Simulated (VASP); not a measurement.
YAl3N4:

```
CELL_PARAMETERS angstrom
3.40591 0.00000 0.00000
0.00000 3.40591 0.00000
0.00000 0.00000 9.63336
ATOMIC_POSITIONS crystal
Y 0.50000 0.50000 0.00000
Al 0.00000 0.00000 0.75000
Al 0.00000 0.00000 0.25000
Al 0.50000 0.50000 0.50000
N 0.00000 0.00000 0.00000
N 0.50000 0.50000 0.25000
N 0.00000 0.00000 0.50000
N 0.50000 0.50000 0.75000
```

```yaml
Program: VASP 6.6.1
Task: relaxation of cell and atoms
Functional: PBE
Potentials_or_basis: VASP PAW PBE potentials, release 64 (Y_sv, Al, N)
Cutoff: 600 eV
k_mesh: 6 × 6 × 2
Occupations: gaussian, width 0.1 eV
Spin: no spin polarisation
```

At the start: pressure -30.8 GPa; volume 13.97 Å³/atom.

Question: How do energy, volume and symmetry change on relaxing?

Answer: Over 12 steps the energy falls by 564.2 meV/atom and the volume is 10.49 Å³/atom (-24.9 %); space group P4/mmm (No. 123, to 0.1 Å) before and after.

Step by step:
```
step  energy change (eV)  largest force (eV/Å)  pressure (GPa)  volume (Å³)
   1              0.0000                1.3902          -30.84       111.75
   2             -2.9991                2.9319           32.40        73.65
   3             -3.7680                2.5618            1.75        82.82
   4             -4.2883                1.4345            4.14        81.50
   5             -4.3179                1.5150            5.66        81.10
   6             -4.4804                0.5300           -0.60        84.67
   7             -4.4945                0.5659            0.39        83.87
   8             -4.5082                0.3644           -0.41        83.98
   9             -4.5110                0.0996           -0.20        83.95
  10             -4.5130                0.0628            0.09        83.81
  11             -4.5134                0.0529            0.29        83.71
  12             -4.5138                0.0165           -0.11        83.91
```

Final structure:
```cif
data_structure
_symmetry_space_group_name_H-M 'P 1'
_symmetry_Int_Tables_number 1
_cell_length_a 3.1534
_cell_length_b 3.1534
_cell_length_c 8.4386
_cell_angle_alpha 90.000
_cell_angle_beta 90.000
_cell_angle_gamma 90.000
_cell_volume 83.91
loop_
_atom_site_label
_atom_site_type_symbol
_atom_site_fract_x
_atom_site_fract_y
_atom_site_fract_z
_atom_site_occupancy
Y1 Y 0.50000 0.50000 0.00000 1
Al1 Al 0.00000 0.00000 0.72952 1
Al2 Al 0.00000 0.00000 0.27048 1
Al3 Al 0.50000 0.50000 0.50000 1
N1 N 0.00000 0.00000 0.00000 1
N2 N 0.50000 0.50000 0.27420 1
N3 N 0.00000 0.00000 0.50000 1
N4 N 0.50000 0.50000 0.72580 1
```

Caveat: the volume moved by over 15 % at a fixed basis, so the end points are rough.
